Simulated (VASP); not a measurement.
# Li (Im-3m) in VASP: notebook, part 2 of 2

VASP 6.6.1. Earlier steps stand in the parts before.

## Step 4: Single point, LDA

This run uses another cell than the first one: it holds 16 atoms, not 2.

The input, INCAR:

```
PREC = Accurate ; ENCUT = 520
EDIFF = 1E-7 ; ISMEAR = 1
SIGMA = 0.1 ; LREAL = Auto
LASPH = T ; NELM = 100
ALGO = Normal ; ISIF = 2
LWAVE = F ; LCHARG = F
NBANDS = 38
```

The input, KPOINTS:

```
Automatic mesh
0
Gamma
  8 8 8
```

The input, POSCAR:

```
Li
1.0
    6.7244345730      0.0000000000      0.0000000000
    0.0000000000      6.7244345730      0.0000000000
    0.0000000000      0.0000000000      6.7244345730
Li
16
Direct
    0.0000000000      0.0000000000      0.0000000000
    0.0000000000      0.0000000000      0.5000000000
    0.0000000000      0.5000000000      0.0000000000
    0.0000000000      0.5000000000      0.5000000000
    0.5000000000      0.0000000000      0.0000000000
    0.5000000000      0.0000000000      0.5000000000
    0.5000000000      0.5000000000      0.0000000000
    0.5000000000      0.5000000000      0.5000000000
    0.2500000000      0.2500000000      0.2500000000
    0.2500000000      0.2500000000      0.7500000000
    0.2500000000      0.7500000000      0.2500000000
    0.2500000000      0.7500000000      0.7500000000
    0.7500000000      0.2500000000      0.2500000000
    0.7500000000      0.2500000000      0.7500000000
    0.7500000000      0.7500000000      0.2500000000
    0.7500000000      0.7500000000      0.7500000000
```

Potentials or basis: VASP PAW LDA potentials, release 64 (Li_sv).

The run is started by

```console
> cat potpaw_LDA.64/Li_sv/POTCAR > POTCAR
> mpirun -np 1 vasp_std > vasp.out
```

OUTCAR:

```text
PREC = Accurate
   ENCUT = 520
   EDIFF = 1E-7
   ISMEAR = 1
   LREAL = Auto
   LASPH = T
   NELM = 100
   ISIF = 2

 ion  position               nearest neighbor table
   1  0.000  0.000  0.000-
   2  0.000  0.000  0.500-
   3  0.000  0.500  0.000-
   4  0.000  0.500  0.500-
   5  0.500  0.000  0.000-
   6  0.500  0.000  0.500-
[... 8 lines left out ...]
  15  0.750  0.750  0.250-
  16  0.750  0.750  0.750-

  LATTYP: Found a simple cubic cell.
 ALAT       =     6.7244345730

  Lattice vectors:

 A1 = (   6.7244345730,   0.0000000000,   0.0000000000)
 A2 = (   0.0000000000,   6.7244345730,   0.0000000000)
 A3 = (   0.0000000000,   0.0000000000,   6.7244345730)

Analysis of symmetry for initial positions (statically):
=====================================================================
 Subroutine PRICEL returns following result:

  LATTYP: Found a body centered cubic cell.
 ALAT       =     3.3622172865

  Lattice vectors:

 A1 = (   1.6811086432,   1.6811086433,  -1.6811086432)
 A2 = (  -1.6811086432,   1.6811086432,   1.6811086432)
 A3 = (   1.6811086432,  -1.6811086432,   1.6811086433)

  16 primitive cells build up your supercell.

 Routine SETGRP: Setting up the symmetry group for a
 simple cubic supercell.

 Subroutine GETGRP returns: Found 48 space group operations
 (whereof 48 operations were pure point group operations)
 out of a pool of 48 trial point group operations.

The static configuration has the point symmetry O_h .

Analysis of symmetry for dynamics (positions and initial velocities):
=====================================================================
 Subroutine PRICEL returns following result:

  LATTYP: Found a body centered cubic cell.
 ALAT       =     3.3622172865
[... 134 lines left out ...]
     AMIX_MAG =   1.60;   BMIX_MAG =  1.00
  volume/ion in A,a.u.               =      19.00       128.25
  Fermi-wavevector in a.u.,A,eV,Ry     =   0.884775  1.671982 10.651003  0.782827
  Thomas-Fermi vector in A             =   2.005720
   LORBIT       =      0    0 simple, 1 ext, 2 COOP (PROOUT), +10 PAW based schemes
   GGA     = CA    functional components
   LHFCALC =     F    Hartree Fock is set to
   AEXX    =    0.0000 exact exchange contribution
   IVDW    =     0    specifies the selected vdW correction
   LEPSILON=     F    determine dielectric tensor
   LRPA    =     F    only Hartree local field effects (RPA)
 non-spin polarized calculation
 Methfessel and Paxton  Order N= 1 SIGMA  =   0.10
  energy-cutoff  :      520.00
  volume of cell :      304.07
 maximum number of plane-waves:      8233
   NGX = 25   NGY = 25   NGZ = 25

 number of electron      47.9999901 magnetization

 Free energy of the ion-electron system (eV)
  ---------------------------------------------------
  ext. energy  EPLUGINS =         0.00000000
  ---------------------------------------------------
  free energy    TOTEN  =       -32.71560552 eV

  energy without entropy =      -32.71408769  energy(sigma->0) =      -32.71509958

 E-fermi :   0.8083     XC(G=0):  -7.3087

 val. band max:        0.8014091002   @ k =   0.3750   0.3750   0.0000
 cond. band min:       0.8223926317   @ k =   0.5000   0.1250   0.1250
 fundamental gap:      0.0209835315
 Fermi energy:         0.8083479255

 k-point     1 :       0.0000    0.0000    0.0000
  band No.  band energies     occupation
      1     -44.7374      2.00000
      2     -44.7117      2.00000
      3     -44.7117      2.00000
      4     -44.7117      2.00000
      5     -44.7117      2.00000
      6     -44.7117      2.00000
[... 925 lines left out ...]
     35       4.8403      0.00000
     36       4.8403      0.00000

 [... further k-points ...]

 [bands above 36 left out]

------------------------ aborting loop because EDIFF is reached ----------------------------------------

  FORCE on cell =-STRESS in cart. coord.  units (eV):
  Direction    XX          YY          ZZ          XY          YZ          ZX
  --------------------------------------------------------------------------------------
  -------------------------------------------------------------------------------------
  Total       -0.2834414     -0.2834414     -0.2834414     -0.0000000     -0.0000000      0.0000000
  in kB       -1.4935047     -1.4935047     -1.4935047     -0.0000000     -0.0000000      0.0000000
  external PRESSURE =      -1.4935047 kB  Pullay stress =       0.0000000 kB

 VOLUME and BASIS-vectors are now :
 -----------------------------------------------------------------------------
  energy-cutoff  :      520.00
  volume of cell :      304.07
      direct lattice vectors                 reciprocal lattice vectors
     6.724434573  0.000000000  0.000000000     0.148711388  0.000000000  0.000000000
     0.000000000  6.724434573  0.000000000     0.000000000  0.148711388  0.000000000
     0.000000000  0.000000000  6.724434573     0.000000000  0.000000000  0.148711388

 POSITION                                       TOTAL-FORCE (eV/Angst)
 -----------------------------------------------------------------------------------
      0.00000      0.00000      0.00000        -0.000000      0.000000     -0.000000
      0.00000      0.00000      3.36222        -0.000000      0.000000     -0.000000
      0.00000      3.36222      0.00000         0.000000      0.000000      0.000000
      0.00000      3.36222      3.36222        -0.000000     -0.000000      0.000000
      3.36222      0.00000      0.00000         0.000000      0.000000     -0.000000
      3.36222      0.00000      3.36222        -0.000000      0.000000      0.000000
[... 8 lines left out ...]
      5.04333      5.04333      1.68111        -0.000000     -0.000000      0.000000
      5.04333      5.04333      5.04333         0.000000     -0.000000      0.000000
 -----------------------------------------------------------------------------------
    total drift:                                0.000000     -0.000000     -0.000000

  FREE ENERGIE OF THE ION-ELECTRON SYSTEM (eV)
  ---------------------------------------------------
  free  energy   TOTEN  =       -32.7156055243 eV

  energy  without entropy=      -32.7140876914  energy(sigma->0) =      -32.71509958
```

OSZICAR:

```text
N       E                     dE             d eps       ncg     rms          rms(c)
DAV:   1     0.276746705158E+03    0.27675E+03   -0.20443E+04  2668   0.126E+03
DAV:   2     0.418360642326E+02   -0.23491E+03   -0.21957E+03  2740   0.337E+02
DAV:   3    -0.192965193434E+02   -0.61133E+02   -0.59196E+02  4914   0.815E+01
DAV:   4    -0.306762401483E+02   -0.11380E+02   -0.11179E+02  4370   0.613E+01
DAV:   5    -0.326863773524E+02   -0.20101E+01   -0.20090E+01  4482   0.157E+01    0.921E-01
DAV:   6    -0.327155617502E+02   -0.29184E-01   -0.48449E-01  3988   0.404E+00    0.464E-01
DAV:   7    -0.327149159803E+02    0.64577E-03   -0.68156E-02  4864   0.963E-01    0.195E-01
DAV:   8    -0.327155934964E+02   -0.67752E-03   -0.59963E-03  4196   0.316E-01    0.309E-02
DAV:   9    -0.327156060314E+02   -0.12535E-04   -0.18806E-04  4242   0.575E-02    0.125E-02
DAV:  10    -0.327156078302E+02   -0.17988E-05   -0.15468E-05  4298   0.158E-02    0.170E-02
DAV:  11    -0.327156055039E+02    0.23263E-05   -0.18985E-06  4222   0.869E-03    0.351E-03
DAV:  12    -0.327156055243E+02   -0.20402E-07   -0.90058E-07  3580   0.369E-03
   1 F= -.32715606E+02 E0= -.32715100E+02  d E =-.151783E-02
```

Run time: 5.3 min. Hardware: 1 thread of AMD EPYC 9R45 (Zen 5), shared host; peak memory 0.36 GiB.

Results:

```yaml
Free_energy: -32.7156 eV
Band_gap_on_the_k_mesh: zero (bands 24 and 25 overlap by 1.07 eV)
```

Levels at points of the mesh, in eV from the Fermi level:
```tsv
k point	band 22	band 23	band 24	band 25	band 26	band 27
(0.00, 0.00, 0.00)	-1.16	-1.16	0.19	0.19	0.19	0.19
(0.50, 0.00, 0.00)	-0.64	-0.64	-0.64	-0.64	-0.64	1.01
(0.50, 0.50, 0.00)	-0.04	-0.04	-0.04	-0.04	-0.04	-0.04
(0.50, 0.50, 0.50)	-1.81	-1.81	-1.81	2.62	2.62	2.62
```

Caveat: the cutoff is under 1.25 times the usual one of these potentials, so pressure, stress and relaxed cells hold a basis-set (Pulay) error.

## Step 5: The runs side by side

```csv
task,cell,k mesh,cutoff (eV),gap on the mesh (eV)
single point,"a = 3.362 Å, 2 atoms, atomic positions A",20 × 20 × 20,520,none
relaxation of cell and atoms,"relaxed from a = 3.450 Å, 2 atoms, atomic positions A",20 × 20 × 20,600,none
single point,"a = 6.724 Å, 16 atoms, atomic positions B",8 × 8 × 8,520,none
```

Alike in all rows: level LDA; potentials or basis VASP PAW LDA potentials, release 64 (Li_sv); no spin polarisation; smearing methfessel-paxton 0.1 eV.

Caveats: the cutoff is under 1.25 times the usual one of these potentials, so pressure, stress and relaxed cells hold a basis-set (Pulay) error.

Absolute energies hang on the potentials; compare differences alone.

The gap in the log of VASP goes by the Fermi energy; the results here count the filled bands.